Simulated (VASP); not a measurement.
# SiC (P6_3mc) in VASP: notebook

Aim: see how the results for SiC move with the level of theory and the settings. Levels: r2SCANh, PBE-based screened hybrid with 10 % exact exchange, PBE-based screened hybrid with 15 % exact exchange. Tasks: single point, relaxation of cell and atoms.

Program: VASP 6.6.1. These are calculated values, not measurements. Logs are shortened: lines on timing, memory, paths and dates and some standing lists are left out, and cuts for length are marked.

### Step 1. The cell of the first run

It takes space group P6_3mc (No. 186, hexagonal). Conventional cell: a = 3.071 Å, b = 3.071 Å, c = 5.036 Å, α = 90.00°, β = 90.00°, γ = 120.00°. Within 2.5 Å of Si (site symmetry 3m) lie 4 C at 1.88 to 1.89 Å. Within 2.5 Å of C (site symmetry 3m) lie 4 Si at 1.88 to 1.89 Å.

### Step 2. Single point, r2SCANh

POSCAR

```
SiC
1.0
    3.0706663615      0.0000000000      0.0000000000
   -1.5353331808      2.6592750756      0.0000000000
    0.0000000000      0.0000000000      5.0360866960
Si C
2 2
Direct
    0.6666666667      0.3333333333      0.5044583403
    0.3333333333      0.6666666667      0.0044583403
    0.6666666667      0.3333333333      0.8805416597
    0.3333333333      0.6666666667      0.3805416597
```

INCAR.step1

```
SYSTEM = SiC
  PREC = Accurate
  ENCUT = 520
  EDIFF = 1E-5
  ISMEAR = -1
  SIGMA = 0.05
  LREAL = .FALSE.
  LASPH = .TRUE.
  NELM = 100
  ALGO = Normal
  ISIF = 2
  LWAVE = .TRUE.
  LCHARG = .FALSE.
  NBANDS = 16
  GGA = PE
```

INCAR.step2

```
SYSTEM = SiC
  PREC = Accurate
  ENCUT = 520
  EDIFF = 1E-7
  ISMEAR = -1
  SIGMA = 0.05
  LREAL = .FALSE.
  LASPH = .TRUE.
  NELM = 100
  ALGO = Normal
  ISIF = 2
  LWAVE = .FALSE.
  LCHARG = .FALSE.
  METAGGA = R2SCAN
  LHFCALC = .TRUE.
  AEXX = 0.1
  LMIXTAU = .TRUE.
  PRECFOCK = Normal
  NBANDS = 16
  ISTART = 1
```

KPOINTS

```
regular mesh
0
G
  5 5 3
  0 0 0
```

Potentials or basis: VASP PAW PBE potentials, release 64 (Si, C).

Launch:

```console
> cat potpaw_PBE.64/Si/POTCAR potpaw_PBE.64/C/POTCAR > POTCAR
> cp INCAR.step1 INCAR
> mpirun -np 1 vasp_std > vasp.out
> cp INCAR.step2 INCAR
> mpirun -np 1 vasp_std > vasp.out
```

OUTCAR:

```text
SYSTEM = SiC
   PREC = Accurate
   ENCUT = 520
   EDIFF = 1E-7
   ISMEAR = -1
   LREAL = .FALSE.
   LASPH = .TRUE.
   NELM = 100
   ISIF = 2
   METAGGA = R2SCAN
   LHFCALC = .TRUE.
   AEXX = 0.1
   PRECFOCK = Normal
   ISTART = 1

 ion  position               nearest neighbor table
   1  0.667  0.333  0.504-   4 1.88   4 1.88   4 1.88   3 1.89   2 3.08   2 3.08   2 3.08   2 3.08
                             2 3.08   2 3.08
   2  0.333  0.667  0.004-   3 1.88   3 1.88   3 1.88   4 1.89   1 3.08   1 3.08   1 3.08   1 3.08
                             1 3.08   1 3.08
   3  0.667  0.333  0.881-   2 1.88   2 1.88   2 1.88   1 1.89
   4  0.333  0.667  0.381-   1 1.88   1 1.88   1 1.88   2 1.89

  LATTYP: Found a hexagonal cell.
 ALAT       =     3.0706663615
 C/A-ratio  =     1.6400631339

  Lattice vectors:

 A1 = (   3.0706663615,   0.0000000000,   0.0000000000)
 A2 = (  -1.5353331808,   2.6592750756,   0.0000000000)
 A3 = (   0.0000000000,   0.0000000000,   5.0360866960)

Analysis of symmetry for initial positions (statically):
=====================================================================
 Subroutine PRICEL returns:
 Original cell was already a primitive cell.

 Routine SETGRP: Setting up the symmetry group for a
 hexagonal supercell.

 Subroutine GETGRP returns: Found 12 space group operations
 (whereof  6 operations were pure point group operations)
 out of a pool of 24 trial point group operations.

The static configuration has the point symmetry C_3v.
 The point group associated with its full space group is C_6v.

Analysis of symmetry for dynamics (positions and initial velocities):
=====================================================================
 Subroutine PRICEL returns:
 Original cell was already a primitive cell.

 Routine SETGRP: Setting up the symmetry group for a
 hexagonal supercell.

 Subroutine GETGRP returns: Found 12 space group operations
 (whereof  6 operations were pure point group operations)
 out of a pool of 24 trial point group operations.

The dynamic configuration has the point symmetry C_3v.
 The point group associated with its full space group is C_6v.

 Subroutine INISYM returns: Found 12 space group operations
 (whereof  6 operations are pure point group operations),
 and found     1 'primitive' translations

[... 90 lines left out ...]
   ISYM   =      3    0-nonsym 1-usesym 2-fastsym
   POTIM  = 0.5000    time-step for ionic-motion
   TEBEG  =    0.0;   TEEND  =   0.0 temperature during run
   PSTRESS=    0.0 pullay stress
   NELECT =      16.0000    total number of electrons
   NUPDOWN=      -1.0000    fix difference up-down
   EMIN   =  10.00;   EMAX   =-10.00  energy-range for DOS
   EFERMI =   0.00;   METHOD = LEGACY
   ISMEAR =    -1;   SIGMA  =   0.05  broadening in eV -4-tet -1-fermi 0-gaus
   EFERMI_NEDOS =   21; number of points for ismear=-14 and -15
   IALGO  =     38    algorithm
   IMIX   =      1    mixing-type and parameters
     AMIX     =   0.40;   BMIX     =  1.00
     AMIX_MAG =   1.60;   BMIX_MAG =  1.00
  volume/ion in A,a.u.               =      10.28        69.38
  Fermi-wavevector in a.u.,A,eV,Ry     =   1.195139  2.258485 19.433984  1.428358
  Thomas-Fermi vector in A             =   2.331112
   LORBIT       =      0    0 simple, 1 ext, 2 COOP (PROOUT), +10 PAW based schemes
   METAGGA = R2SCAN    functional components
   LHFCALC =     T    Hartree Fock is set to
   PRECFOCK=normal    Normal, Fast or Accurate (Low or Medium for compatibility)
   ENCUT4O =  -1.0   cutoff for four orbital integrals eV
   NKREDX  =     1    reduce k-point grid by
   NKREDY  =     1    reduce k-point grid by
   NKREDZ  =     1    reduce k-point grid by
   AEXX    =    0.1000 exact exchange contribution
   HFSCREEN=    0.0000 screening length (either q_TF or 0.3 A-1)
   HFSCREENC=   0.0000 screening length for correlation (either q_TF or 0.3 A-1)
   ENCUTFOCK=  -1.0 apply spherical cutoff to Coloumb kernel
   IVDW    =     0    specifies the selected vdW correction
   LEPSILON=     F    determine dielectric tensor
   LRPA    =     F    only Hartree local field effects (RPA)
 non-spin polarized calculation
  energy-cutoff  :      520.00
  volume of cell :       41.12
 maximum number of plane-waves:      1117
 NGX is ok and might be reduce to    24
  NGX = 18; NGY = 18; NGZ = 30

 number of electron      15.9999999 magnetization

 Free energy of the ion-electron system (eV)
  ---------------------------------------------------
  ext. energy  EPLUGINS =         0.00000000
  ---------------------------------------------------
  free energy    TOTEN  =       -40.44220247 eV

  energy without entropy =      -40.44220247  energy(sigma->0) =      -40.44220247

 E-fermi :   8.8745     XC(G=0): -10.8865

 val. band max:        7.8440147213   @ k =   0.0000   0.0000   0.0000
 cond. band min:      11.7483124296   @ k =   0.4000   0.2000   0.0000
 fundamental gap:      3.9042977083
 Fermi energy:         8.8744867827

 k-point     1 :       0.0000    0.0000    0.0000
  band No.  band energies     occupation
      1      -9.0928      2.00000
      2      -5.3310      2.00000
      3      -1.4837      2.00000
      4       6.4003      2.00000
      5       6.4003      2.00000
      6       7.7519      2.00000
[... 167 lines left out ...]
      3      -0.7529      2.00000
      4      -0.0461      2.00000
      5       2.2242      2.00000
      6       3.5751      2.00000
[... 8 lines left out ...]
     15      21.7065      0.00000
     16      22.4470      0.00000

------------------------ aborting loop because EDIFF is reached ----------------------------------------

  FORCE on cell =-STRESS in cart. coord.  units (eV):
  Direction    XX          YY          ZZ          XY          YZ          ZX
  --------------------------------------------------------------------------------------
  -------------------------------------------------------------------------------------
  Total       -0.0873478     -0.0873478     -0.0746946      0.0000000     -0.0000000     -0.0000000
  in kB       -3.4030884     -3.4030884     -2.9101167      0.0000000     -0.0000000     -0.0000000
  external PRESSURE =      -3.2387645 kB  Pullay stress =       0.0000000 kB

 VOLUME and BASIS-vectors are now :
 -----------------------------------------------------------------------------
  energy-cutoff  :      520.00
  volume of cell :       41.12
      direct lattice vectors                 reciprocal lattice vectors
     3.070666361  0.000000000  0.000000000     0.325662212  0.188021166  0.000000000
    -1.535333181  2.659275076  0.000000000     0.000000000  0.376042332  0.000000000
     0.000000000  0.000000000  5.036086696     0.000000000  0.000000000  0.198566876

 POSITION                                       TOTAL-FORCE (eV/Angst)
 -----------------------------------------------------------------------------------
      1.53533      0.88643      2.54050         0.000000     -0.000000     -0.000123
     -0.00000      1.77285      0.02245        -0.000000      0.000000     -0.000123
      1.53533      0.88643      4.43448        -0.000000      0.000000      0.000123
     -0.00000      1.77285      1.91644        -0.000000      0.000000      0.000123
 -----------------------------------------------------------------------------------
    total drift:                               -0.000000     -0.000000     -0.000203

  FREE ENERGIE OF THE ION-ELECTRON SYSTEM (eV)
  ---------------------------------------------------
  free  energy   TOTEN  =       -40.4422024743 eV

  energy  without entropy=      -40.4422024743  energy(sigma->0) =      -40.44220247
```

OUTCAR.step1:

```text
SYSTEM = SiC
   PREC = Accurate
   ENCUT = 520
   EDIFF = 1E-5
   ISMEAR = -1
   LREAL = .FALSE.
   LASPH = .TRUE.
[... 406 lines left out ...]
     -0.00000      1.77285      0.02245        -0.000000      0.000000      0.004381
      1.53533      0.88643      4.43448         0.000000      0.000000     -0.004381
     -0.00000      1.77285      1.91644         0.000000      0.000000     -0.004381
 -----------------------------------------------------------------------------------
    total drift:                               -0.000000     -0.000000     -0.000078

  FREE ENERGIE OF THE ION-ELECTRON SYSTEM (eV)
  ---------------------------------------------------
  free  energy   TOTEN  =       -30.0548235525 eV

  energy  without entropy=      -30.0548235524  energy(sigma->0) =      -30.05482355
```

Wall time 7.8 min (1 thread of AMD EPYC 9R45 (Zen 5), shared host); peak memory 0.14 GiB.

Results:

```yaml
Free_energy: -40.4422 eV
Pressure: -0.3 GPa
Band_gap_on_the_k_mesh: 3.90 eV (least direct gap 5.27 eV)
```

Caveat: the k points lie up to 0.47 Å⁻¹ apart; the PAW data sets were made with another functional, which shifts forces and pressure a little; an odd mesh through Γ misses points on the zone boundary, where band edges can lie.

### Step 3. Single point, r2SCANh

This run uses another cell than the first one, of 10.34 Å³/atom.

POSCAR

```
SiC
1.0
    3.0760000000      0.0000000000      0.0000000000
   -1.5380000000      2.6638941420      0.0000000000
    0.0000000000      0.0000000000      5.0480000000
Si C
2 2
Direct
    0.6666666667      0.3333333333      0.5000000000
    0.3333333333      0.6666666667      0.0000000000
    0.6666666667      0.3333333333      0.8850000000
    0.3333333333      0.6666666667      0.3850000000
```

INCAR.step1

```
SYSTEM = SiC
  PREC = Accurate
  ENCUT = 520
  EDIFF = 1E-5
  ISMEAR = -1
  SIGMA = 0.05
  LREAL = .False.
  LASPH = .True.
  NELM = 100
  ALGO = Normal
  ISIF = 2
  LWAVE = .True.
  GGA = PE
  NBANDS = 16
```

INCAR.step2

```
SYSTEM = SiC
  PREC = Accurate
  ENCUT = 520
  EDIFF = 1E-6
  ISMEAR = -1
  SIGMA = 0.05
  LREAL = .False.
  LASPH = .True.
  NELM = 100
  ALGO = Normal
  ISIF = 2
  LWAVE = .False.
  LCHARG = .True.
  METAGGA = R2SCAN
  LHFCALC = .True.
  AEXX = 0.1
  LMIXTAU = .True.
  PRECFOCK = Normal
  LELF = .True.
  LVHAR = .True.
  ISTART = 1
  NBANDS = 16
```

KPOINTS

```
regular mesh
0
Gamma
  6 6 3
  0 0 0
```

Potentials or basis: VASP PAW PBE potentials, release 64 (Si, C).

Launch:

```console
> cat potpaw_PBE.64/Si/POTCAR potpaw_PBE.64/C/POTCAR > POTCAR
> cp INCAR.step1 INCAR
> mpirun -np 1 vasp_std > vasp.out
> cp INCAR.step2 INCAR
> mpirun -np 1 vasp_std > vasp.out
```

Run time: 12 min. Hardware: 1 thread of AMD EPYC 9R45 (Zen 5), shared host; peak memory 0.14 GiB.

Results (log left out):

- Free energy: -40.4220 eV
- Pressure: -1.4 GPa
- Largest force: 0.773 eV/Å
- Band gap on the k mesh: 3.28 eV (least direct gap 5.25 eV)

Forces on the atoms (eV/Å):
```
Si   0.000  0.000  0.773
Si   0.000  0.000  0.773
C    0.000  0.000 -0.773
C    0.000  0.000 -0.773
```

Stress tensor (GPa, compression positive):
```
-0.03  0.00  0.00
 0.00 -0.03  0.00
 0.00  0.00 -4.15
```

Levels at points of the mesh, in eV from the valence-band top:
```
           k point  band 5  band 6  band 7  band 8  band 9  band 10  band 11  band 12
(0.00, 0.00, 0.00)   -1.71   -0.31   -0.31    0.00    5.84     7.26     7.70     7.70
(0.50, 0.00, 0.00)   -5.83   -3.85   -3.44   -1.63    3.62     5.26     8.01     8.41
```

Caveat: the PAW data sets were made with another functional, which shifts forces and pressure a little; an odd mesh through Γ misses points on the zone boundary, where band edges can lie.

(Part 1 of 2 ends here.)
